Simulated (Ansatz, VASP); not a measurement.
## Two plane-wave programs on Os

```xyz
2
Lattice="2.7138 0.0000 0.0000 -1.3569 2.3502 0.0000 0.0000 0.0000 4.3845" Properties=species:S:1:pos:R:3 pbc="T T T"
Os    0.0000    1.5668    1.0961
Os    1.3569    0.7834    3.2884
```

Change from the starting cell: z stretched by +1.5 % at fixed volume, PAW files.

Alike in both runs: task electric field gradients; functional PBE; k mesh 15 × 15 × 9; occupations fermi-dirac, width 0.05 eV; no spin polarisation.

|  | VASP | Ansatz |
| --- | --- | --- |
| version | VASP 6.6.1 | Ansatz 0.2.0 |
| potentials or method | VASP PAW PBE potentials, release 64 (Os) | PAW with Ansatz's default frozen-core files, scalar-relativistic |
| plane-wave cutoff (eV) | 520 | 420 |
| valence electrons in the cell | 16 | 32 |

|  | VASP | Ansatz | Ansatz less VASP |
| --- | --- | --- | --- |
| pressure (GPa) | 8.5 | 8.5 | -0.02 |
| traceless stress, the component that is largest in VASP (GPa) | -8.74 | -8.74 | +0.002 |
| size of Vzz on the site where it differs most (V/Å²) | 29.4 | 20.7 | -8.63 |

VASP's potentials hold 16 valence electrons a cell and Ansatz's 32, so a difference there can come from the potentials and not from the codes.

Neither program's run includes spin-orbit coupling.
